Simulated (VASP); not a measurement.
LiTlS2:

```
CELL_PARAMETERS angstrom
4.06677 0.00000 0.00000
0.00000 4.06677 0.00000
0.00000 0.00000 5.71878
ATOMIC_POSITIONS crystal
Li 0.00000 0.00000 0.00000
S 0.00000 0.50000 0.23090
S 0.50000 0.00000 0.76910
Tl 0.50000 0.50000 0.50000
```

Base run:

```yaml
Program: VASP 6.6.1
Functional: PBE
Potentials_or_basis: VASP PAW PBE potentials, release 64 (Li_sv, S, Tl_d)
Cutoff: 520 eV
k_mesh: 6 × 6 × 4
Occupations: gaussian, width 0.01 eV
Spin: no spin polarisation
```

Its results: band gap on the k mesh 0.93 eV.

Question: The run is repeated on the same cell with these changes: functional from PBE to r2SCAN. What comes out?

Answer: Band gap on the k mesh 1.22 eV.

Caveats: spin-orbit coupling is left out, which moves the levels of the heavy elements.

A k mesh can miss the band edges.
